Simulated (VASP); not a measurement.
A run of VASP 6.6.1:

INCAR

```
SYSTEM = VSi
PREC     = Accurate       ! precision mode
ENCUT    = 600            ! plane-wave cutoff, eV
EDIFF    = 1E-6           ! SCF threshold, eV
ISMEAR   = -1             ! smearing method
SIGMA    = 0.05           ! smearing width, eV
LREAL    = .FALSE.        ! projectors in reciprocal space
LASPH    = .TRUE.         ! aspherical terms in the spheres
NELM     = 150            ! most SCF steps
ALGO     = Normal         ! electronic algorithm
ISIF     = 3              ! what is computed and relaxed
LWAVE    = .FALSE.        ! write WAVECAR
LCHARG   = .FALSE.        ! write CHGCAR
ISPIN    = 2              ! spin polarisation
MAGMOM   = 1.5 0          ! initial moments
LORBIT   = 11             ! projections on sites
LMAXMIX  = 4              ! l up to which the mixer works
GGA      = PE             ! functional
IBRION   = 2              ! ionic algorithm
NSW      = 100            ! ionic steps
EDIFFG   = -0.005         ! ionic threshold
```

File KPOINTS:

```
regular mesh
0
G
  11 11 11
  0 0 0
```

The input POSCAR:

```
VSi
1.0
    0.0000000000      2.8077489906      2.8077489906
    2.8077489906      0.0000000000      2.8077489906
    2.8077489906      2.8077489906      0.0000000000
V Si
1 1
Direct
    0.0000000000      0.0000000000      0.0000000000
    0.2500000000      0.2500000000      0.2500000000
```

Potentials or basis: VASP PAW PBE potentials, release 64 (V_sv, Si).

Run with:

```console
$ cat potpaw_PBE.64/V_sv/POTCAR potpaw_PBE.64/Si/POTCAR > POTCAR
$ mpirun -np 1 vasp_std > vasp.out
```

Hardware: 1 thread of Intel(R) Xeon(R) Platinum 8259CL CPU @ 2.50GHz (Skylake/Cascade Lake) (shared host).

Question: How long does it take, and how much memory?

Answer: It took 2.1 min on 1 thread of Intel(R) Xeon(R) Platinum 8259CL CPU @ 2.50GHz (Skylake/Cascade Lake), with other jobs on the host, peak memory 0.25 GiB. Counts: scf iterations 35, k points 56, ion steps 3.
